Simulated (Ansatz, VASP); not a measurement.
# Sc: VASP beside Ansatz

File INCAR:

```
  PREC = Accurate
  ENCUT = 520
  EDIFF = 1E-7
  ISMEAR = 0
  SIGMA = 0.05
  LREAL = False
  LASPH = True
  NELM = 60
  ALGO = Normal
  ISIF = 2
  LWAVE = False
  LCHARG = False
  GGA = PE
  NBANDS = 18
```

KPOINTS

```
Automatic mesh
0
Gamma
  18 18 8
```

The input POSCAR:

```
Sc
1.0
    3.3090000000      0.0000000000      0.0000000000
   -1.6545000000      2.8656780600      0.0000000000
    0.0000000000      0.0000000000      5.2733000000
Sc
2
Direct
    0.3333333300      0.6666666700      0.2500000000
    0.6666666700      0.3333333300      0.7500000000
```

Input for Ansatz:

```yaml
crystal:
  lattice:
    - [3.309, 0.0, 0.0]
    - [-1.6545, 2.86567806, 0.0]
    - [0.0, 0.0, 5.2733]
  atoms:
    - { symbol: Sc, position: [0.33333333, 0.66666667, 0.25] }
    - { symbol: Sc, position: [0.66666667, 0.33333333, 0.75] }
basis:
  ecutwfc: 420
kpoints:
  mp_grid: { grid: [18, 18, 8] }
hamiltonian:
  xc: pbe
scf:
  occupations: { method: gaussian, width: 0.05 }
output:
  forces: true
  eigenvalues: true
  eigenstates:
    nscf_kmesh: { grid: [30, 30, 18] }
    top_band: c6
    de_dk: true
    localisation: false
  stress: true
checkpoint:
  write: ck
  compress: false
  write_wavefunctions: false
  write_every: 100000
```

Alike in both runs: task single point; functional PBE; k mesh 18 × 18 × 8; occupations gaussian, width 0.05 eV; no spin polarisation.

|  | VASP | Ansatz |
| --- | --- | --- |
| version | VASP 6.6.1 | Ansatz 0.2.0 |
| potentials or method | VASP PAW PBE potentials, release 64 (Sc_sv), cutoff 520 eV | scalar-relativistic, plane waves, PAW |
| valence electrons in the cell | 22 | 22 |

```tsv
	VASP	Ansatz	Ansatz less VASP
pressure (GPa)	-0.7	-0.8	-0.03
traceless stress, the component that is largest in VASP (GPa)	-1.15	-1.15	-0.004
```
